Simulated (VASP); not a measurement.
Set up this calculation in VASP 6.6.1, as the native input.

```yaml
Task: single point
Functional: PBE
Potentials_or_basis: VASP PAW PBE potentials, release 64 (Ho_3, Ge_d, Bi_d), 4f in core
Cutoff: 500 eV
k_mesh: 8 × 8 × 8
Occupations: gaussian, width 0.1 eV
Spin: no spin polarisation
Dipole_correction: no
Mended: yes
Further_INCAR_settings: ALGO = Normal; EDIFF = 1e-06; NBANDS = 49
```

The structure of HoGe4Bi lies in POSCAR:

```
HoGe4Bi
1.0
    2.4840872822     -5.1875929429      0.0000000000
    2.4840872822      5.1875929429      0.0000000000
    0.0000000000      0.0000000000      5.1421784788
Ho Ge Bi
1 4 1
Direct
    0.0000000000      0.0000000000      0.0000000000
    0.7026700153      0.2973299847      0.0000000000
    0.1853053208      0.8146946792      0.5000000000
    0.8146946792      0.1853053208      0.5000000000
    0.2973299847      0.7026700153      0.0000000000
    0.5000000000      0.5000000000      0.5000000000
```

The cell was built from a structure type or drawn by symmetry, and may not be a known phase.

One way to write it, as run:

INCAR

```
SYSTEM = HoGe4Bi
PREC     = Accurate       ! precision mode
ENCUT    = 500            ! plane-wave cutoff, eV
EDIFF    = 1E-6           ! SCF threshold, eV
ISMEAR   = 0              ! smearing method
SIGMA    = 0.1            ! smearing width, eV
LREAL    = .False.        ! projectors in reciprocal space
LASPH    = .True.         ! aspherical terms in the spheres
NELM     = 200            ! most SCF steps
ALGO     = Normal         ! electronic algorithm
ISIF     = 2              ! what is computed and relaxed
LWAVE    = .False.        ! write WAVECAR
LCHARG   = .False.        ! write CHGCAR
GGA      = PE             ! functional
NBANDS   = 49             ! bands
GGA_COMPAT= .False.      
LMAXMIX  = 6              ! l up to which the mixer works
```

KPOINTS

```
Automatic mesh
0
Gamma
  8 8 8
  0 0 0
```

Potentials or basis: VASP PAW PBE potentials, release 64 (Ho_3, Ge_d, Bi_d), 4f in core.

The run is started by

```console
$ cat potpaw_PBE.64/Ho_3/POTCAR potpaw_PBE.64/Ge_d/POTCAR potpaw_PBE.64/Bi_d/POTCAR > POTCAR
$ mpirun -np 1 vasp_std > vasp.out
```

It gave:

```yaml
Pressure: 0.3 GPa
Largest_force: 0.017 eV/Å
Band_gap_on_the_k_mesh: zero (bands 40 and 41 overlap by 2.74 eV)
```

Caveat: spin-orbit coupling is left out, which moves the levels of the heavy elements; the 4f electrons are frozen in the core, so they carry no moment and show no levels.

It took 9.4 min on 1 thread of Intel(R) Xeon(R) Platinum 8488C (Sapphire Rapids), with other jobs on the host, peak memory 0.65 GiB.
